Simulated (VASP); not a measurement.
# CdS (F-43m) in VASP: single point with PBE

Aim: the single point of CdS with PBE.

Program: VASP 6.6.1. These are calculated values, not measurements. Logs are shortened: lines on timing, memory, paths and dates and some standing lists are left out, and cuts for length are marked.

## 1. The cell of the first run

Symmetry: F-43m, No. 216, cubic system. The conventional cell has a = 5.663 Å, b = 5.663 Å, c = 5.663 Å, α = 90.00°, β = 90.00°, γ = 90.00°. Within 3.2 Å of Cd (site symmetry -43m) lie 4 S at 2.45 Å. S (site symmetry -43m) has 4 Cd at 2.45 Å within 3.2 Å.

## 2. Single point, PBE

Input file INCAR:

```
SYSTEM = CdS
ALGO     = Normal         ! electronic algorithm
EDIFF    = 1E-6           ! SCF threshold, eV
ENCUT    = 630            ! plane-wave cutoff, eV
GGA      = PE             ! functional
GGA_COMPAT= .FALSE.      
ISIF     = 2              ! what is computed and relaxed
ISMEAR   = 0              ! smearing method
LASPH    = .TRUE.         ! aspherical terms in the spheres
LCHARG   = .TRUE.         ! write CHGCAR
LELF     = .TRUE.         ! ELF
LREAL    = .FALSE.        ! projectors in reciprocal space
LVHAR    = .TRUE.       
LWAVE    = .FALSE.        ! write WAVECAR
NBANDS   = 20             ! bands
NELM     = 120            ! most SCF steps
PREC     = Accurate       ! precision mode
SIGMA    = 0.01           ! smearing width, eV
```

Input file KPOINTS:

```
k-points
0
G
  6 6 6
  0 0 0
```

Input file POSCAR:

```
CdS
1.0
    0.0000000000      2.8314645655      2.8314645655
    2.8314645655      0.0000000000      2.8314645655
    2.8314645655      2.8314645655      0.0000000000
Cd S
1 1
Direct
    0.0000000000      0.0000000000      0.0000000000
    0.2500000000      0.2500000000      0.2500000000
```

Potentials or basis: VASP PAW PBE potentials, release 64 (Cd_sv_GW, S).

Run with:

```sh
cat potpaw_PBE.64/Cd_sv_GW/POTCAR potpaw_PBE.64/S/POTCAR > POTCAR
mpirun -np 1 vasp_std > vasp.out
```

OUTCAR:

```text
SYSTEM = CdS
   EDIFF = 1E-6
   ENCUT = 630
   GGA = PE
   ISIF = 2
   ISMEAR = 0
   LASPH = .TRUE.
   LREAL = .FALSE.
   NELM = 120
   PREC = Accurate

 ion  position               nearest neighbor table
   1  0.000  0.000  0.000-   2 2.45   2 2.45   2 2.45   2 2.45
   2  0.250  0.250  0.250-   1 2.45   1 2.45   1 2.45   1 2.45

  LATTYP: Found a face centered cubic cell.
 ALAT       =     5.6629291310

  Lattice vectors:

 A1 = (   0.0000000000,   2.8314645655,   2.8314645655)
 A2 = (   2.8314645655,   0.0000000000,   2.8314645655)
 A3 = (   2.8314645655,   2.8314645655,   0.0000000000)

Analysis of symmetry for initial positions (statically):
=====================================================================
 Subroutine PRICEL returns:
 Original cell was already a primitive cell.

 Routine SETGRP: Setting up the symmetry group for a
 face centered cubic supercell.

 Subroutine GETGRP returns: Found 24 space group operations
 (whereof 24 operations were pure point group operations)
 out of a pool of 48 trial point group operations.

The static configuration has the point symmetry T_d .

Analysis of symmetry for dynamics (positions and initial velocities):
=====================================================================
 Subroutine PRICEL returns:
 Original cell was already a primitive cell.

 Routine SETGRP: Setting up the symmetry group for a
 face centered cubic supercell.

 Subroutine GETGRP returns: Found 24 space group operations
 (whereof 24 operations were pure point group operations)
 out of a pool of 48 trial point group operations.

The dynamic configuration has the point symmetry T_d .

 Subroutine INISYM returns: Found 24 space group operations
 (whereof 24 operations are pure point group operations),
 and found     1 'primitive' translations

----------------------------------------------------------------------------------------

                                     Primitive cell

  volume of cell :      45.4008

  direct lattice vectors                    reciprocal lattice vectors
     0.000000000  2.831464566  2.831464566    -0.176587059  0.176587059  0.176587059
     2.831464566  0.000000000  2.831464566     0.176587059 -0.176587059  0.176587059
     2.831464566  2.831464566  0.000000000     0.176587059  0.176587059 -0.176587059

  length of vectors
     4.004295590  4.004295590  4.004295590     0.305857758  0.305857758  0.305857758
[... 67 lines left out ...]
   LNONCOLLINEAR =      F non collinear calculations
   LSORBIT =      F    spin-orbit coupling
   LASPH  =      T    aspherical Exc in radial PAW
   ENCUT  =  630.0 eV  46.30 Ry    6.80 a.u.   8.20  8.20  8.20*2*pi/ulx,y,z
   NELM   =    120;   NELMIN=  2; NELMDL= -5     # of ELM steps
   EDIFF  = 0.1E-05   stopping-criterion for ELM
   LREAL  =      F    real-space projection
   EDIFFG = 0.1E-04   stopping-criterion for IOM
   NSW    =      0    number of steps for IOM
   IBRION =     -1    ionic relax: 0-MD 1-quasi-New 2-CG
   NFREE  =      0    steps in history (QN), initial steepest desc. (CG)
   ISIF   =      2    stress and relaxation
   ISYM   =      2    0-nonsym 1-usesym 2-fastsym
   POTIM  = 0.5000    time-step for ionic-motion
   TEBEG  =    0.0;   TEEND  =   0.0 temperature during run
   PSTRESS=    0.0 pullay stress
   NELECT =      26.0000    total number of electrons
   NUPDOWN=      -1.0000    fix difference up-down
   EMIN   =  10.00;   EMAX   =-10.00  energy-range for DOS
   EFERMI =   0.00;   METHOD = LEGACY
   ISMEAR =     0;   SIGMA  =   0.01  broadening in eV -4-tet -1-fermi 0-gaus
   EFERMI_NEDOS =   21; number of points for ismear=-14 and -15
   IALGO  =     38    algorithm
   IMIX   =      4    mixing-type and parameters
     AMIX     =   0.40;   BMIX     =  1.00
     AMIX_MAG =   1.60;   BMIX_MAG =  1.00
  volume/ion in A,a.u.               =      22.70       153.19
  Fermi-wavevector in a.u.,A,eV,Ry     =   1.359497  2.569076 25.146712  1.848231
  Thomas-Fermi vector in A             =   2.486240
   LORBIT       =      0    0 simple, 1 ext, 2 COOP (PROOUT), +10 PAW based schemes
   GGA     = PE    functional components
   LHFCALC =     F    Hartree Fock is set to
   AEXX    =    0.0000 exact exchange contribution
   IVDW    =     0    specifies the selected vdW correction
   LEPSILON=     F    determine dielectric tensor
   LRPA    =     F    only Hartree local field effects (RPA)
 non-spin polarized calculation
 Gauss-broadening in eV      SIGMA  =   0.01
  energy-cutoff  :      630.00
  volume of cell :       45.40
 maximum number of plane-waves:      1660
 NGX is ok and might be reduce to    36
   NGX = 17   NGY = 17   NGZ = 17

 number of electron      25.9999993 magnetization

 Free energy of the ion-electron system (eV)
  ---------------------------------------------------
  ext. energy  EPLUGINS =         0.00000000
  ---------------------------------------------------
  free energy    TOTEN  =        -6.03692248 eV

  energy without entropy =       -6.03692248  energy(sigma->0) =       -6.03692248

 E-fermi :   4.1505     XC(G=0):  -9.6941

 val. band max:        3.8094983343   @ k =   0.0000   0.0000   0.0000
 cond. band min:       5.1347582255   @ k =   0.0000   0.0000   0.0000
 fundamental gap:      1.3252598912
 Fermi energy:         4.1504930026

 k-point     1 :       0.0000    0.0000    0.0000
  band No.  band energies     occupation
      1     -97.7326      2.00000
      2     -58.7970      2.00000
      3     -58.7970      2.00000
      4     -58.7970      2.00000
      5      -9.1456      2.00000
      6      -4.2911      2.00000
[... 357 lines left out ...]
     19      17.1815      0.00000
     20      17.3191      0.00000

------------------------ aborting loop because EDIFF is reached ----------------------------------------

  FORCE on cell =-STRESS in cart. coord.  units (eV):
  Direction    XX          YY          ZZ          XY          YZ          ZX
  --------------------------------------------------------------------------------------
  -------------------------------------------------------------------------------------
  Total        2.7877523      2.7877523      2.7877523      0.0000000      0.0000000      0.0000000
  in kB       98.3787663     98.3787663     98.3787663      0.0000000      0.0000000      0.0000000
  external PRESSURE =      98.3787663 kB  Pullay stress =       0.0000000 kB

 VOLUME and BASIS-vectors are now :
 -----------------------------------------------------------------------------
  energy-cutoff  :      630.00
  volume of cell :       45.40
      direct lattice vectors                 reciprocal lattice vectors
     0.000000000  2.831464566  2.831464566    -0.176587059  0.176587059  0.176587059
     2.831464566  0.000000000  2.831464566     0.176587059 -0.176587059  0.176587059
     2.831464566  2.831464566  0.000000000     0.176587059  0.176587059 -0.176587059

 POSITION                                       TOTAL-FORCE (eV/Angst)
 -----------------------------------------------------------------------------------
      0.00000      0.00000      0.00000        -0.000000     -0.000000     -0.000000
      1.41573      1.41573      1.41573         0.000000      0.000000      0.000000
 -----------------------------------------------------------------------------------
    total drift:                               -0.000000     -0.000000     -0.000000

  FREE ENERGIE OF THE ION-ELECTRON SYSTEM (eV)
  ---------------------------------------------------
  free  energy   TOTEN  =        -6.0369224831 eV

  energy  without entropy=       -6.0369224831  energy(sigma->0) =       -6.03692248
```

stdout:

```text
POSCAR found type information on POSCAR CdS
 POSCAR found :  2 types and       2 ions
 scaLAPACK will be used
 LDA part: xc-table for (Slater+PW92), standard interpolation
 POSCAR, INCAR and KPOINTS ok, starting setup
 FFT: planning ... GRIDC
 FFT: planning ... GRID_SOFT
 FFT: planning ... GRID
 WAVECAR not read
 entering main loop
```

Wall time 13 s (1 thread of Intel Xeon 6975P-C (Granite Rapids), shared host); peak memory 0.21 GiB.

Results:

```yaml
Free_energy: -6.0369 eV
Pressure: 9.8 GPa
Band_gap_on_the_k_mesh: 1.33 eV
```

Caveat: the cell stands under pressure.
